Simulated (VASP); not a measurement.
Set up this calculation in VASP 6.6.1, as the native input.

```
Task                   : single point
Functional             : PBE
Potentials or basis    : VASP PAW PBE potentials, release 64 (Pt)
Cutoff                 : 520 eV
k mesh                 : 16 × 16 × 15
Occupations            : fermi-dirac, width 0.08 eV
Spin                   : no spin polarisation
Dipole correction      : no
Further INCAR settings : ALGO = Normal; EDIFF = 1e-07; NBANDS = 11
```

The structure of Pt lies in POSCAR:

```
Pt
1.0
    2.6883656383      0.0000000000      0.0000000000
   -1.3441828192      2.3281929374      0.0000000000
    0.0000000000      0.0000000000      2.6900108913
Pt
1
Direct
    0.0000000000      0.0000000000      0.0000000000
```

One way to write it, as run:

INCAR

```
PREC = Accurate
ENCUT = 520
EDIFF = 1E-7
ISMEAR = -1
SIGMA = 0.08
LREAL = F
LASPH = T
NELM = 80
ALGO = Normal
ISIF = 2
LWAVE = F
LCHARG = T
GGA = PE
LELF = T
LVHAR = T
NBANDS = 11
```

KPOINTS

```
regular mesh
0
Gamma
  16 16 15
```

Potentials or basis: VASP PAW PBE potentials, release 64 (Pt).

Launch:

```bash
$ cat potpaw_PBE.64/Pt/POTCAR > POTCAR
$ mpirun -np 1 vasp_std > vasp.out
```

Results of the run:

The pressure is -0.5 GPa and the band gap on the k mesh is zero (band 5 reaches 10.59 eV, above the bottom of band 6 at 8.04 eV).

Caveat: spin-orbit coupling is left out, which moves the levels of the heavy elements.

Run time: 19 s on 1 thread of AMD EPYC 9R45 96-Core Processor (Zen 5), on a shared host, peak memory 0.13 GiB.
